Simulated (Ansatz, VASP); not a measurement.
## Sn: VASP beside Ansatz

```
CELL_PARAMETERS angstrom
0.00000 3.28449 3.28449
3.28449 0.00000 3.28449
3.28449 3.28449 0.00000
ATOMIC_POSITIONS crystal
Sn 0.00000 0.00000 0.00000
Sn 0.25000 0.25000 0.25000
```

Alike in both runs: task single point; functional LDA; k mesh 6 × 6 × 6; occupations fermi-dirac, width 0.02 eV; no spin polarisation.

|  | VASP | Ansatz |
| --- | --- | --- |
| version | VASP 6.6.1 | Ansatz 0.2.0 |
| potentials or method | VASP PAW LDA potentials, release 64 (Sn_d) | plane waves, PAW |
| plane-wave cutoff (eV) | 520 | 420 |
| valence electrons in the cell | 28 | 28 |

```tsv
	VASP	Ansatz	Ansatz less VASP
pressure (GPa)	-1.7	-1.7	-0.02
```

LDA's correlation is that of Perdew and Zunger in VASP and of Perdew and Wang (1992) in Ansatz.
